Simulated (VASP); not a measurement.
**Si: single point with PBE**

Crystal: Si.

```
CELL_PARAMETERS angstrom
0.00000 2.73547 -2.73547
-2.73547 0.00000 2.73547
5.47094 5.47094 5.47094
ATOMIC_POSITIONS crystal
Si 0.33333 0.66667 0.20833
Si 0.66667 0.33333 0.54167
Si 0.00000 0.00000 0.87500
Si 0.00000 0.00000 0.12500
Si 0.33333 0.66667 0.45833
Si 0.66667 0.33333 0.79167
```

```json
{
 "Program": "VASP 6.6.1",
 "Task": "single point",
 "Functional": "PBE",
 "Potentials or basis": "VASP PAW PBE potentials, release 64 (Si)",
 "Cutoff": "520 eV",
 "k mesh": "9 × 9 × 4",
 "Occupations": "fermi-dirac, width 0.02 eV",
 "Spin": "no spin polarisation",
 "Dipole correction": "no",
 "Further INCAR settings": "ALGO = Normal; EDIFF = 1e-06; NBANDS = 21; ISYM = 0"
}
```

```
Pressure               : -0.1 GPa
Band gap on the k mesh : 0.71 eV
```

Levels at points of the mesh, in eV from the valence-band top:
| k point | band 10 | band 11 | band 12 | band 13 | band 14 | band 15 |
| --- | --- | --- | --- | --- | --- | --- |
| (0.00, 0.00, 0.00) | 0.00 | 0.00 | 0.00 | 1.69 | 1.69 | 2.56 |
| (0.00, 0.00, 0.50) | -0.44 | -0.44 | -0.44 | 1.46 | 2.28 | 2.28 |

It took 3.8 min on 1 thread of Intel(R) Xeon(R) 6975P-C (Granite Rapids) (shared host), peak memory 0.42 GiB.

A k mesh can miss the band edges. PBE gaps usually lie below the measured ones, often by a third to a half.
